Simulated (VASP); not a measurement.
# W8S15Br (a cell with a defect) in VASP: electric field gradients with PBE

Aim: the electric field gradients of W8S15Br (a cell with a defect) with PBE.

All numbers are computed with VASP 6.6.1; they aren't measurements. Logs are shortened: lines on timing, memory, paths and dates and some standing lists are left out, and cuts for length are marked.

**1. The cell of the first run**

The cell holds a defect, 24 atoms: a = 6.360 Å, b = 6.360 Å, c = 12.500 Å, α = 90.00°, β = 90.00°, γ = 120.00°.

**2. Electric field gradients, PBE**

INCAR

```
ALGO = Normal ; EDIFF = 1E-8
ENCUT = 520 ; GGA = PE
ISIF = 2 ; ISMEAR = -1
LASPH = True ; LCHARG = False
LEFG = True ; LREAL = Auto
LWAVE = False ; NBANDS = 122
NELECT = 208.0 ; NELM = 100
PREC = Accurate ; SIGMA = 0.01
```

KPOINTS

```
k-points
0
Gamma
  4 4 2
```

POSCAR

```
W8S15Br
1.0
    6.3600000000      0.0000000000      0.0000000000
   -3.1800000000      5.5079215680      0.0000000000
    0.0000000000      0.0000000000     12.5000000000
W Br S
8 1 15
Direct
    0.1666666666      0.3333333334      0.2500000000
    0.1666666666      0.8333333334      0.2500000000
    0.6666666666      0.3333333334      0.2500000000
    0.6666666666      0.8333333334      0.2500000000
    0.3333333334      0.1666666666      0.7500000000
    0.3333333334      0.6666666666      0.7500000000
    0.8333333334      0.1666666666      0.7500000000
    0.8333333334      0.6666666666      0.7500000000
    0.1666666666      0.3333333334      0.6250000000
    0.1666666666      0.8333333334      0.6250000000
    0.6666666666      0.3333333334      0.6250000000
    0.6666666666      0.8333333334      0.6250000000
    0.3333333334      0.1666666666      0.1250000000
    0.3333333334      0.6666666666      0.1250000000
    0.8333333334      0.1666666666      0.1250000000
    0.8333333334      0.6666666666      0.1250000000
    0.1666666666      0.3333333334      0.8750000000
    0.1666666666      0.8333333334      0.8750000000
    0.6666666666      0.3333333334      0.8750000000
    0.6666666666      0.8333333334      0.8750000000
    0.3333333334      0.1666666666      0.3750000000
    0.3333333334      0.6666666666      0.3750000000
    0.8333333334      0.1666666666      0.3750000000
    0.8333333334      0.6666666666      0.3750000000
```

Potentials or basis: VASP PAW PBE potentials, release 64 (W_sv, Br, S).

Started as:

```
$ cat potpaw_PBE.64/W_sv/POTCAR potpaw_PBE.64/Br/POTCAR potpaw_PBE.64/S/POTCAR > POTCAR
$ mpirun -np 1 vasp_std > vasp.out
```

OUTCAR:

```text
EDIFF = 1E-8
   ENCUT = 520
   GGA = PE
   ISIF = 2
   ISMEAR = -1
   LASPH = True
   LREAL = Auto
   NELECT = 208.0
   NELM = 100
   PREC = Accurate

 ion  position               nearest neighbor table
   1  0.167  0.333  0.250-  14 2.41  22 2.41  15 2.41  23 2.41  13 2.41  21 2.41   2 3.18   4 3.18
                             2 3.18   4 3.18   3 3.18   3 3.18
   2  0.167  0.833  0.250-  13 2.41  21 2.41  16 2.41  24 2.41  22 2.41  14 2.41   1 3.18   3 3.18
                             1 3.18   3 3.18   4 3.18   4 3.18
   3  0.667  0.333  0.250-  16 2.41  24 2.41  21 2.41  13 2.41  23 2.41  15 2.41   2 3.18   4 3.18
                             4 3.18   2 3.18   1 3.18   1 3.18
   4  0.667  0.833  0.250-  15 2.41  23 2.41  22 2.41  14 2.41  16 2.41  24 2.41   1 3.18   3 3.18
                             3 3.18   1 3.18   2 3.18   2 3.18
   5  0.333  0.167  0.750-  10 2.41  18 2.41  11 2.41  19 2.41   9 2.41  17 2.41   6 3.18   8 3.18
                             6 3.18   8 3.18   7 3.18   7 3.18
   6  0.333  0.667  0.750-   9 2.41  17 2.41  12 2.41  20 2.41  18 2.41  10 2.41   5 3.18   7 3.18
                             5 3.18   7 3.18   8 3.18   8 3.18
   7  0.833  0.167  0.750-  12 2.41  20 2.41  17 2.41   9 2.41  19 2.41  11 2.41   6 3.18   8 3.18
                             8 3.18   6 3.18   5 3.18   5 3.18
   8  0.833  0.667  0.750-  11 2.41  19 2.41  18 2.41  10 2.41  12 2.41  20 2.41   5 3.18   7 3.18
                             7 3.18   5 3.18   6 3.18   6 3.18
   9  0.167  0.333  0.625-   6 2.41   7 2.41   5 2.41
  10  0.167  0.833  0.625-   5 2.41   8 2.41   6 2.41
  11  0.667  0.333  0.625-   8 2.41   5 2.41   7 2.41
  12  0.667  0.833  0.625-   7 2.41   6 2.41   8 2.41
  13  0.333  0.167  0.125-   2 2.41   3 2.41   1 2.41
  14  0.333  0.667  0.125-   1 2.41   4 2.41   2 2.41
[... 8 lines left out ...]
  23  0.833  0.167  0.375-   4 2.41   1 2.41   3 2.41
  24  0.833  0.667  0.375-   3 2.41   2 2.41   4 2.41

  LATTYP: Found a hexagonal cell.
 ALAT       =     6.3600000000
 C/A-ratio  =     1.9654088050

  Lattice vectors:

 A1 = (   6.3600000000,   0.0000000000,   0.0000000000)
 A2 = (  -3.1800000000,   5.5079215680,   0.0000000000)
 A3 = (   0.0000000000,   0.0000000000,  12.5000000000)

Analysis of symmetry for initial positions (statically):
=====================================================================
 Subroutine PRICEL returns:
 Original cell was already a primitive cell.

 Routine SETGRP: Setting up the symmetry group for a
 hexagonal supercell.

 Subroutine GETGRP returns: Found  6 space group operations
 (whereof  2 operations were pure point group operations)
 out of a pool of 24 trial point group operations.

The static configuration has the point symmetry C_1h.
 The point group associated with its full space group is C_3v.

Analysis of symmetry for dynamics (positions and initial velocities):
=====================================================================
 Subroutine PRICEL returns:
 Original cell was already a primitive cell.

 Routine SETGRP: Setting up the symmetry group for a
 hexagonal supercell.

 Subroutine GETGRP returns: Found  6 space group operations
 (whereof  2 operations were pure point group operations)
 out of a pool of 24 trial point group operations.

The dynamic configuration has the point symmetry C_1h.
 The point group associated with its full space group is C_3v.

 Subroutine INISYM returns: Found  6 space group operations
 (whereof  2 operations are pure point group operations),
 and found     1 'primitive' translations

----------------------------------------------------------------------------------------

                                     Primitive cell

  volume of cell :     437.8798

  direct lattice vectors                    reciprocal lattice vectors
     6.360000000  0.000000000  0.000000000     0.157232704  0.090778344  0.000000000
    -3.180000000  5.507921568  0.000000000     0.000000000  0.181556688  0.000000000
     0.000000000  0.000000000 12.500000000     0.000000000  0.000000000  0.080000000

  length of vectors
     6.360000000  6.360000000 12.500000000     0.181556688  0.181556688  0.080000000

  position of ions in fractional coordinates (direct lattice)
     0.166666667  0.333333333  0.250000000
     0.166666667  0.833333333  0.250000000
     0.666666667  0.333333333  0.250000000
     0.666666667  0.833333333  0.250000000
     0.333333333  0.166666667  0.750000000
[... 116 lines left out ...]
   ISMEAR =    -1;   SIGMA  =   0.01  broadening in eV -4-tet -1-fermi 0-gaus
   EFERMI_NEDOS =   21; number of points for ismear=-14 and -15
   IALGO  =     38    algorithm
   IMIX   =      4    mixing-type and parameters
     AMIX     =   0.40;   BMIX     =  1.00
     AMIX_MAG =   1.60;   BMIX_MAG =  1.00
  volume/ion in A,a.u.               =      18.24       123.12
  Fermi-wavevector in a.u.,A,eV,Ry     =   1.277353  2.413847 22.199688  1.631631
  Thomas-Fermi vector in A             =   2.409958
   LORBIT       =      0    0 simple, 1 ext, 2 COOP (PROOUT), +10 PAW based schemes
   GGA     = PE    functional components
   LHFCALC =     F    Hartree Fock is set to
   AEXX    =    0.0000 exact exchange contribution
   IVDW    =     0    specifies the selected vdW correction
   LEPSILON=     F    determine dielectric tensor
   LRPA    =     F    only Hartree local field effects (RPA)
 non-spin polarized calculation
  energy-cutoff  :      520.00
  volume of cell :      437.88
 maximum number of plane-waves:     11806
 NGX is ok and might be reduce to    48
   NGX = 23   NGY = 23   NGZ = 47

 number of electron     208.0000028 magnetization

 Free energy of the ion-electron system (eV)
  ---------------------------------------------------
  ext. energy  EPLUGINS =         0.00000000
  ---------------------------------------------------
  free energy    TOTEN  =      -191.90078497 eV

  energy without entropy =     -191.90078497  energy(sigma->0) =     -191.90078497

 E-fermi :   7.6458     XC(G=0): -10.7710

 val. band max:        7.3299476498   @ k =   0.0000   0.0000   0.0000
 cond. band min:       7.9412277329   @ k =   0.2500   0.2500   0.0000
 fundamental gap:      0.6112800831
 Fermi energy:         7.6458374504

 k-point     1 :       0.0000    0.0000    0.0000
  band No.  band energies     occupation
      1     -68.1046      2.00000
      2     -68.0912      2.00000
      3     -68.0912      2.00000
      4     -67.9775      2.00000
      5     -66.9396      2.00000
      6     -66.9235      2.00000
[... 941 lines left out ...]
    115       9.1782      0.00000
    116       9.4126      0.00000
 [bands above 116 left out]

------------------------ aborting loop because EDIFF is reached ----------------------------------------

  FORCE on cell =-STRESS in cart. coord.  units (eV):
  Direction    XX          YY          ZZ          XY          YZ          ZX
  --------------------------------------------------------------------------------------
  -------------------------------------------------------------------------------------
  Total       -2.7676178     -2.7676178      2.8727746      0.0000000     -0.0000000      0.0000000
  in kB      -10.1265572    -10.1265572     10.5113199      0.0000000     -0.0000000      0.0000000
  external PRESSURE =      -3.2472648 kB  Pullay stress =       0.0000000 kB

 VOLUME and BASIS-vectors are now :
 -----------------------------------------------------------------------------
  energy-cutoff  :      520.00
  volume of cell :      437.88
      direct lattice vectors                 reciprocal lattice vectors
     6.360000000  0.000000000  0.000000000     0.157232704  0.090778344  0.000000000
    -3.180000000  5.507921568  0.000000000     0.000000000  0.181556688  0.000000000
     0.000000000  0.000000000 12.500000000     0.000000000  0.000000000  0.080000000

 POSITION                                       TOTAL-FORCE (eV/Angst)
 -----------------------------------------------------------------------------------
     -0.00000      1.83597      3.12500         0.000000     -0.000000     -0.018862
     -1.59000      4.58993      3.12500        -0.020661     -0.011928      0.022780
      3.18000      1.83597      3.12500         0.000000      0.023857      0.022780
      1.59000      4.58993      3.12500         0.020661     -0.011928      0.022780
      1.59000      0.91799      9.37500         1.391527     -0.803398      1.252248
      0.00000      3.67195      9.37500        -0.000000      1.606797      1.252248
[... 16 lines left out ...]
      4.77000      0.91799      4.68750        -0.002324     -0.001342      0.101859
      3.18000      3.67195      4.68750         0.000000     -0.000000      0.102958
 -----------------------------------------------------------------------------------
    total drift:                               -0.000001      0.000000      0.002335

  FREE ENERGIE OF THE ION-ELECTRON SYSTEM (eV)
  ---------------------------------------------------
  free  energy   TOTEN  =      -191.9007849726 eV

  energy  without entropy=     -191.9007849726  energy(sigma->0) =     -191.90078497

 Electric field gradients (V/A^2)
---------------------------------------------------------------------
 ion       V_xx      V_yy      V_zz      V_xy      V_xz      V_yz
---------------------------------------------------------------------
   1      76.949    76.949  -153.897     0.000     0.000    -0.000
   2      76.401    76.710  -153.111    -0.267     1.994     1.151
   3      76.864    76.247  -153.111     0.000     0.000    -2.302
   4      76.401    76.710  -153.111     0.267    -1.994     1.151
   5      84.400    64.784  -149.184   -16.988    44.545   -25.718
   6      54.976    94.208  -149.184     0.000     0.000    51.437
[... 16 lines left out ...]
  23      20.813    20.845   -41.658    -0.027    -0.030    -0.017
  24      21.493    21.493   -42.986     0.001    -0.000     0.000
---------------------------------------------------------------------

 Electric field gradients after diagonalization (V/A^2)
 (convention: |V_zz| > |V_xx| > |V_yy|)
----------------------------------------------------------------------
 ion       V_xx      V_yy      V_zz     asymmetry (V_yy - V_xx)/ V_zz
----------------------------------------------------------------------
   1      76.949    76.949  -153.897       0.000
   2      76.864    76.270  -153.134       0.004
   3      76.864    76.270  -153.134       0.004
   4      76.864    76.270  -153.134       0.004
   5     104.632    54.976  -159.608       0.311
   6     104.632    54.976  -159.608       0.311
[... 16 lines left out ...]
  23      20.860    20.798   -41.658       0.001
  24      21.494    21.493   -42.986       0.000
----------------------------------------------------------------------

           NMR quadrupolar parameters

 Cq : quadrupolar parameter    Cq=e*Q*V_zz/h
 eta: asymmetry parameters     (V_yy - V_xx)/ V_zz
 Q  : nuclear electric quadrupole moment in mb (millibarn)
----------------------------------------------------------------------
 ion       Cq(MHz)       eta       Q (mb)
----------------------------------------------------------------------
   1      -0.372       0.000       1.000
   2      -0.370       0.004       1.000
   3      -0.370       0.004       1.000
   4      -0.370       0.004       1.000
   5      -0.386       0.311       1.000
   6      -0.386       0.311       1.000
[... 16 lines left out ...]
  23      -0.101       0.001       1.000
  24      -0.104       0.000       1.000
----------------------------------------------------------------------
```

Run time: 33 min. Hardware: 1 thread of Intel Xeon 8259CL, shared host; peak memory 0.66 GiB.

Results:

* Free energy: -191.9008 eV
* Largest force: 4.014 eV/Å
* Largest electric field gradient by atom: W -153.9, -153.1, -159.6, -173.5 (each value once); Br -66.2; S -48.9, -43.6, -44.0, -41.7, -53.8, -43.0 (each value once) V/Å²

Forces in eV/Å, atoms in the order of the input:
```
W    0.000  0.000 -0.019
W   -0.021 -0.012  0.023
W    0.000  0.024  0.023
W    0.021 -0.012  0.023
W    1.392 -0.803  1.252
W    0.000  1.607  1.252
W   -1.392 -0.803  1.252
W    0.000  0.000  0.070
Br   0.000  0.000 -4.014
S   -0.032 -0.018 -0.270
S    0.000  0.037 -0.270
S    0.032 -0.018 -0.270
S   -0.001  0.001 -0.112
S    0.000 -0.002 -0.112
S    0.001  0.001 -0.112
S    0.000  0.000 -0.121
S    0.000  0.000  0.271
S    0.062  0.036  0.242
S    0.000 -0.072  0.242
S   -0.062  0.036  0.242
S    0.002 -0.001  0.102
S    0.000  0.003  0.102
S   -0.002 -0.001  0.102
S    0.000  0.000  0.103
```

Electric field gradients, principal values (V/Å²):
```tsv
atom	least	middle	greatest (by size)
1 W	76.949	76.949	-153.897
2 W	76.270	76.864	-153.134
3 W	76.270	76.864	-153.134
4 W	76.270	76.864	-153.134
5 W	54.976	104.632	-159.608
6 W	54.976	104.632	-159.608
7 W	54.976	104.632	-159.608
8 W	86.757	86.757	-173.514
9 Br	33.084	33.086	-66.170
10 S	22.003	26.865	-48.868
11 S	22.003	26.865	-48.868
12 S	22.002	26.866	-48.868
13 S	21.747	21.884	-43.631
14 S	21.748	21.883	-43.631
15 S	21.748	21.883	-43.631
16 S	21.995	21.996	-43.992
17 S	20.844	20.845	-41.690
18 S	26.639	27.201	-53.840
19 S	26.639	27.201	-53.840
20 S	26.640	27.200	-53.840
21 S	20.797	20.861	-41.658
22 S	20.798	20.860	-41.658
23 S	20.798	20.860	-41.658
24 S	21.493	21.494	-42.986
```

Caveat: the cell carries a net charge on a neutralising background, which shifts energy and pressure; the cell is charged against a uniform background, so pressure and absolute levels hang on convention; without QUAD_EFG the Cq values of the log hold for a quadrupole moment of 1 mb, not for the nuclei; spin-orbit coupling is left out, which moves the levels of the heavy elements.
